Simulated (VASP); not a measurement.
Write the native input for VASP 6.6.1 that does the following.

```
Task                   : single point
Functional             : PBE
Potentials or basis    : VASP PAW PBE potentials, release 64 (In_d, Sb)
Cutoff                 : 520 eV
k mesh                 : 4 × 4 × 6
Occupations            : gaussian, width 0.1 eV
Spin                   : no spin polarisation
Dipole correction      : no
Further INCAR settings : ALGO = Normal; EDIFF = 1e-06; NBANDS = 26
```

The structure of InSb lies in POSCAR:

```
InSb
1.0
    5.9204200000      0.0000000000      0.0000000000
    0.0000000000      5.9380040000      0.0000000000
    0.0000000000      0.0000000000      3.2224990000
In Sb
2 2
Direct
    0.0000000000      0.0000000000      0.0088050000
    0.5000000000      0.5000000000      0.9911950000
    0.0000000000      0.5000000000      0.2769970000
    0.5000000000      0.0000000000      0.7230030000
```

These files were run (other wordings do the same):

INCAR

```
PREC = Accurate
ENCUT = 520
EDIFF = 1E-6
ISMEAR = 0
SIGMA = 0.1
LREAL = False
LASPH = True
NELM = 60
ALGO = Normal
ISIF = 2
LWAVE = False
LCHARG = False
GGA = PE
NBANDS = 26
```

KPOINTS

```
regular mesh
0
Gamma
  4 4 6
```

Potentials or basis: VASP PAW PBE potentials, release 64 (In_d, Sb).

Launch:

```bash
$ cat potpaw_PBE.64/In_d/POTCAR potpaw_PBE.64/Sb/POTCAR > POTCAR
$ mpirun -np 1 vasp_std > vasp.out
```

Results of the run:

```yaml
Pressure: 0.3 GPa
Largest_force: 0.011 eV/Å
Band_gap_on_the_k_mesh: zero (bands 18 and 19 overlap by 2.66 eV)
```

Caveat: spin-orbit coupling is left out, which moves the levels of the heavy elements.

Wall time 77 s on 1 thread of Intel(R) Xeon(R) 6975P-C (Granite Rapids), with other jobs on the host, peak memory 0.28 GiB.
